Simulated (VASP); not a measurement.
A run of VASP 6.6.1 is set up as follows.

INCAR

```
PREC = Accurate ; ENCUT = 600
EDIFF = 1E-6 ; ISMEAR = 0
SIGMA = 0.1 ; LREAL = F
LASPH = T ; NELM = 100
ALGO = Normal ; ISIF = 3
LWAVE = F ; LCHARG = F
GGA = PE ; IBRION = 2
NSW = 100 ; EDIFFG = -0.01
```

File KPOINTS:

```
Automatic mesh
0
Gamma
  10 10 10
```

Contents of POSCAR:

```
Si5P
1.0
    0.0000000000      3.5817215373      3.5817215373
    3.5817215373      0.0000000000      3.5817215373
    3.5817215373      3.5817215373      0.0000000000
Si P
5 1
Direct
    0.1250327073      0.1250327073      0.6249018781
    0.6249018781      0.1250327073      0.1250327073
    0.1250327073      0.1250327073      0.1250327073
    0.1250327073      0.6249018781      0.1250327073
    0.5000000000      0.5000000000      0.5000000000
    0.7500000000      0.7500000000      0.7500000000
```

Potentials or basis: VASP PAW PBE potentials, release 64 (Si, P).

Launch:

```console
$ cat potpaw_PBE.64/Si/POTCAR potpaw_PBE.64/P/POTCAR > POTCAR
$ mpirun -np 1 vasp_std > vasp.out
```

(1) Estimate the space group after relaxing (to 0.05 Å).

(2) What does it give for the relaxed cell?

Answers

(1) F-43m (No. 216).

(2) a = 5.061 Å, b = 5.061 Å, c = 5.061 Å, α = 60.00°, β = 60.00°, γ = 60.00°.
